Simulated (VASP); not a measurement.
# P in VASP: single point with PBEsol

Aim: the single point of P with PBEsol.

All numbers are computed with VASP 6.6.1; they aren't measurements. Logs are shortened: lines on timing, memory, paths and dates and some standing lists are left out, and cuts for length are marked.

## Step 1: The cell of the first run

The cell holds a slab with vacuum, 8 atoms: a = 3.284 Å, b = 4.437 Å, c = 69.749 Å, α = 90.00°, β = 90.00°, γ = 90.00°.

## Step 2: Single point, PBEsol (atoms displaced along a vibrational mode)

The input, INCAR:

```
SYSTEM = P
ALGO = Normal
EDIFF = 1E-7
ENCUT = 520
GGA = PS
ISIF = 2
ISMEAR = 0
LASPH = .TRUE.
LCHARG = .FALSE.
LREAL = .FALSE.
LWAVE = .FALSE.
NBANDS = 30
NELM = 100
PREC = Accurate
SIGMA = 0.05
```

The input, KPOINTS:

```
k-points
0
G
  8 6 1
  0 0 0
```

The input, POSCAR:

```
P
1.0
   -3.2843671164      0.0000000000      0.0000000000
    0.0000000000      0.0000000000     -4.4369101505
    0.0000000000    -69.7494942429      0.0000000000
P
8
Direct
    0.0000000000      0.4173798676      0.0151561882
    0.0000000000      0.3937168741      0.5151763566
    0.0000000000      0.6062831259      0.4848236434
    0.0000000000      0.5826201324      0.9848438118
    0.5000000000      0.9410428611      0.4848639804
    0.5000000000      0.9173798676      0.9848438120
    0.5000000000      0.0826201324      0.0151561880
    0.5000000000      0.0589571389      0.5151360196
```

Potentials or basis: VASP PAW PBE potentials, release 64 (P).

Command:

```
cat potpaw_PBE.64/P/POTCAR > POTCAR
mpirun -np 1 vasp_std > vasp.out
```

OUTCAR:

```text
SYSTEM = P
   EDIFF = 1E-7
   ENCUT = 520
   GGA = PS
   ISIF = 2
   ISMEAR = 0
   LASPH = .TRUE.
   LREAL = .FALSE.
   NELM = 100
   PREC = Accurate

 ion  position               nearest neighbor table
   1  0.000  0.417  0.015-   7 2.21   7 2.21   4 2.24
   2  0.000  0.394  0.515-   8 2.21   8 2.21   3 2.32
   3  0.000  0.606  0.485-   5 2.21   5 2.21   2 2.32
   4  0.000  0.583  0.985-   6 2.21   6 2.21   1 2.24
   5  0.500  0.941  0.485-   8 2.18   3 2.21   3 2.21
   6  0.500  0.917  0.985-   4 2.21   4 2.21   7 2.24
   7  0.500  0.083  0.015-   1 2.21   1 2.21   6 2.24
   8  0.500  0.059  0.515-   5 2.18   2 2.21   2 2.21

  LATTYP: Found a simple orthorhombic cell.
 ALAT       =     3.2843671164
 B/A-ratio  =     1.3509178460
 C/A-ratio  =    21.2368142083

  Lattice vectors:

 A1 = (  -3.2843671164,   0.0000000000,   0.0000000000)
 A2 = (   0.0000000000,   0.0000000000,  -4.4369101505)
 A3 = (   0.0000000000, -69.7494942429,   0.0000000000)

Analysis of symmetry for initial positions (statically):
=====================================================================
 Subroutine PRICEL returns:
 Original cell was already a primitive cell.

 Routine SETGRP: Setting up the symmetry group for a
 simple orthorhombic supercell.

 Subroutine GETGRP returns: Found  4 space group operations
 (whereof  4 operations were pure point group operations)
 out of a pool of  8 trial point group operations.

The static configuration has the point symmetry C_2h.

Analysis of symmetry for dynamics (positions and initial velocities):
=====================================================================
 Subroutine PRICEL returns:
 Original cell was already a primitive cell.

 Routine SETGRP: Setting up the symmetry group for a
 simple orthorhombic supercell.

 Subroutine GETGRP returns: Found  4 space group operations
 (whereof  4 operations were pure point group operations)
 out of a pool of  8 trial point group operations.

The dynamic configuration has the point symmetry C_2h.

 Subroutine INISYM returns: Found  4 space group operations
 (whereof  4 operations are pure point group operations),
 and found     1 'primitive' translations

----------------------------------------------------------------------------------------

                                     Primitive cell

  volume of cell :    1016.4204

  direct lattice vectors                    reciprocal lattice vectors
    -3.284367116  0.000000000  0.000000000    -0.304472662  0.000000000  0.000000000
     0.000000000  0.000000000 -4.436910151     0.000000000  0.000000000 -0.225382071
     0.000000000-69.749494243  0.000000000     0.000000000 -0.014337022  0.000000000

  length of vectors
     3.284367116  4.436910151 69.749494243     0.304472662  0.225382071  0.014337022

  position of ions in fractional coordinates (direct lattice)
     0.000000000  0.417379868  0.015156188
     0.000000000  0.393716874  0.515176357
     0.000000000  0.606283126  0.484823643
     0.000000000  0.582620132  0.984843812
     0.500000000  0.941042861  0.484863980
     0.500000000  0.917379868  0.984843812
     0.500000000  0.082620132  0.015156188
     0.500000000  0.058957139  0.515136020

  ion indices of the primitive-cell ions
   primitive index   ion index
                 1           1
                 2           2
                 3           3
                 4           4
                 5           5
                 6           6
                 7           7
                 8           8

----------------------------------------------------------------------------------------

 KPOINTS: k-points

Automatic generation of k-mesh.
 Grid dimensions read from file:
 generate k-points for:    8    6    1

 Generating k-lattice:

  Cartesian coordinates                     Fractional coordinates (reciprocal lattice)
    -0.038059083  0.000000000  0.000000000     0.125000000  0.000000000  0.000000000
     0.000000000  0.000000000 -0.037563679     0.000000000  0.166666667  0.000000000
     0.000000000 -0.014337022  0.000000000     0.000000000  0.000000000  1.000000000

  Length of vectors
     0.038059083  0.037563679  0.014337022

  Shift w.r.t. Gamma in fractional coordinates (k-lattice)
     0.000000000  0.000000000  0.000000000

 Subroutine IBZKPT returns following result:
 ===========================================

 Found     20 irreducible k-points:

 Following reciprocal coordinates:
            Coordinates               Weight
  0.000000  0.000000  0.000000      1.000000
  0.125000  0.000000  0.000000      2.000000
  0.250000  0.000000  0.000000      2.000000
  0.375000  0.000000  0.000000      2.000000
  0.500000  0.000000  0.000000      1.000000
  0.000000  0.166667  0.000000      2.000000
[... 12 lines left out ...]
  0.375000  0.500000  0.000000      2.000000
  0.500000  0.500000  0.000000      1.000000
   k-points           NKPTS =     20   k-points in BZ     NKDIM =     20   number of bands    NBANDS=     30
   number of dos      NEDOS =    301   number of ions     NIONS =      8
   total plane-waves  NPLWV = 466560
   dimension x,y,z NGX =    24 NGY =   36 NGZ =  540
   dimension x,y,z NGXF=    48 NGYF=   72 NGZF= 1080
   ions per type =               8
   NGX,Y,Z   is equivalent  to a cutoff of  12.15, 13.49, 12.87 a.u.
   NGXF,Y,Z  is equivalent  to a cutoff of  24.30, 26.98, 25.74 a.u.
 SYSTEM =  P
   PREC   = accura    normal or accurate (medium, high low for compatibility)
   ISTART =      0    job   : 0-new  1-cont  2-samecut
   ICHARG =      2    charge: 1-file 2-atom 10-const
   ISPIN  =      1    spin polarized calculation?
   LNONCOLLINEAR =      F non collinear calculations
   LSORBIT =      F    spin-orbit coupling
   LASPH  =      T    aspherical Exc in radial PAW
   ENCUT  =  520.0 eV  38.22 Ry    6.18 a.u.   6.11  8.25129.69*2*pi/ulx,y,z
   NELM   =    100;   NELMIN=  2; NELMDL= -5     # of ELM steps
   EDIFF  = 0.1E-06   stopping-criterion for ELM
   LREAL  =      F    real-space projection
   EDIFFG = 0.1E-05   stopping-criterion for IOM
   NSW    =      0    number of steps for IOM
   IBRION =     -1    ionic relax: 0-MD 1-quasi-New 2-CG
   NFREE  =      0    steps in history (QN), initial steepest desc. (CG)
   ISIF   =      2    stress and relaxation
   ISYM   =      2    0-nonsym 1-usesym 2-fastsym
   POTIM  = 0.5000    time-step for ionic-motion
   TEBEG  =    0.0;   TEEND  =   0.0 temperature during run
   PSTRESS=    0.0 pullay stress
   NELECT =      40.0000    total number of electrons
   NUPDOWN=      -1.0000    fix difference up-down
   EMIN   =  10.00;   EMAX   =-10.00  energy-range for DOS
   EFERMI =   0.00;   METHOD = LEGACY
   ISMEAR =     0;   SIGMA  =   0.05  broadening in eV -4-tet -1-fermi 0-gaus
   EFERMI_NEDOS =   21; number of points for ismear=-14 and -15
   IALGO  =     38    algorithm
   IMIX   =      4    mixing-type and parameters
     AMIX     =   0.40;   BMIX     =  1.00
     AMIX_MAG =   1.60;   BMIX_MAG =  1.00
  volume/ion in A,a.u.               =     127.05       857.39
  Fermi-wavevector in a.u.,A,eV,Ry     =   0.556848  1.052291  4.218897  0.310080
  Thomas-Fermi vector in A             =   1.591191
   LORBIT       =      0    0 simple, 1 ext, 2 COOP (PROOUT), +10 PAW based schemes
   GGA     = PS    functional components
   LHFCALC =     F    Hartree Fock is set to
   AEXX    =    0.0000 exact exchange contribution
   IVDW    =     0    specifies the selected vdW correction
   LEPSILON=     F    determine dielectric tensor
   LRPA    =     F    only Hartree local field effects (RPA)
 non-spin polarized calculation
 Gauss-broadening in eV      SIGMA  =   0.05
  energy-cutoff  :      520.00
  volume of cell :     1016.42
 maximum number of plane-waves:     27484
   NGX = 13   NGY = 17   NGZ =259

 number of electron      39.9999997 magnetization

 Free energy of the ion-electron system (eV)
  ---------------------------------------------------
  ext. energy  EPLUGINS =         0.00000000
  ---------------------------------------------------
  free energy    TOTEN  =       -45.55753457 eV

  energy without entropy =      -45.55753457  energy(sigma->0) =      -45.55753457

 E-fermi :  -3.0207     XC(G=0):  -1.7967

 val. band max:       -3.2623582715   @ k =   0.0000   0.0000   0.0000
 cond. band min:      -2.6448311183   @ k =   0.5000   0.0000   0.0000
 fundamental gap:      0.6175271533
 Fermi energy:        -3.0206937620

 k-point     1 :       0.0000    0.0000    0.0000
  band No.  band energies     occupation
      1     -18.5466      2.00000
      2     -18.5213      2.00000
      3     -15.8686      2.00000
      4     -15.8617      2.00000
      5     -12.3454      2.00000
      6     -12.2743      2.00000
[... 22 lines left out ...]
     29       1.0467      0.00000
     30       1.1060      0.00000

 k-point     2 :       0.1250    0.0000    0.0000
  band No.  band energies     occupation
      1     -18.3580      2.00000
      2     -18.3324      2.00000
      3     -15.6723      2.00000
      4     -15.6655      2.00000
      5     -12.4565      2.00000
      6     -12.3911      2.00000
[... 22 lines left out ...]
     29       1.1517      0.00000
     30       1.2917      0.00000

 k-point     3 :       0.2500    0.0000    0.0000
  band No.  band energies     occupation
      1     -17.7981      2.00000
      2     -17.7713      2.00000
      3     -15.0863      2.00000
      4     -15.0798      2.00000
      5     -13.0395      2.00000
      6     -12.9963      2.00000
[... 550 lines left out ...]
     29       2.0864      0.00000
     30       2.3714      0.00000

 k-point    20 :       0.5000    0.5000    0.0000
  band No.  band energies     occupation
      1     -15.5343      2.00000
      2     -15.2026      2.00000
      3     -15.2026      2.00000
      4     -14.8480      2.00000
      5     -13.3570      2.00000
      6     -13.1581      2.00000
[... 22 lines left out ...]
     29       1.8769      0.00000
     30       2.3174      0.00000

------------------------ aborting loop because EDIFF is reached ----------------------------------------

  FORCE on cell =-STRESS in cart. coord.  units (eV):
  Direction    XX          YY          ZZ          XY          YZ          ZX
  --------------------------------------------------------------------------------------
  -------------------------------------------------------------------------------------
  Total        0.1520332      0.1810546     -0.3095021      0.0000000      2.4612812      0.0000000
  in kB        0.2396490      0.2853953     -0.4878662      0.0000000      3.8797026      0.0000000
  external PRESSURE =       0.0123927 kB  Pullay stress =       0.0000000 kB

 VOLUME and BASIS-vectors are now :
 -----------------------------------------------------------------------------
  energy-cutoff  :      520.00
  volume of cell :     1016.42
      direct lattice vectors                 reciprocal lattice vectors
    -3.284367116  0.000000000  0.000000000    -0.304472662  0.000000000  0.000000000
     0.000000000  0.000000000 -4.436910151     0.000000000  0.000000000 -0.225382071
     0.000000000-69.749494243  0.000000000     0.000000000 -0.014337022  0.000000000

 POSITION                                       TOTAL-FORCE (eV/Angst)
 -----------------------------------------------------------------------------------
      0.00000     -1.05714     -1.85188        -0.000000      0.019190      0.009962
      0.00000    -35.93329     -1.74689         0.000000     -0.078033     -0.578968
      0.00000    -33.81620     -2.69002        -0.000000      0.078033      0.578968
      0.00000    -68.69236     -2.58503        -0.000000     -0.019190     -0.009962
     -1.64218    -33.81902     -4.17532        -0.000000      0.059838      0.585360
     -1.64218    -68.69236     -4.07033        -0.000000     -0.019189      0.009967
     -1.64218     -1.05714     -0.36658        -0.000000      0.019189     -0.009967
     -1.64218    -35.93048     -0.26159         0.000000     -0.059838     -0.585360
 -----------------------------------------------------------------------------------
    total drift:                                0.000000     -0.000000     -0.000000

  FREE ENERGIE OF THE ION-ELECTRON SYSTEM (eV)
  ---------------------------------------------------
  free  energy   TOTEN  =       -45.5575345714 eV

  energy  without entropy=      -45.5575345714  energy(sigma->0) =      -45.55753457
```

Wall time 36 min (1 thread of Intel Xeon 8259CL, shared host); peak memory 1.1 GiB.

Results:

- Free energy: -45.5575 eV
- Largest force: 0.588 eV/Å
- Band gap on the k mesh: 0.62 eV

Forces in eV/Å, atoms in the order of the input:
```
P    0.000  0.019  0.010
P    0.000 -0.078 -0.579
P    0.000  0.078  0.579
P    0.000 -0.019 -0.010
P    0.000  0.060  0.585
P    0.000 -0.019  0.010
P    0.000  0.019 -0.010
P    0.000 -0.060 -0.585
```

Caveat: the cell differs from its parent crystal (atoms displaced along a vibrational mode); there is no dipole correction, which matters where the two faces differ; semilocal functionals underestimate gaps, and a narrow one can read as zero; the PAW data sets were made with another functional, which shifts forces and pressure a little.
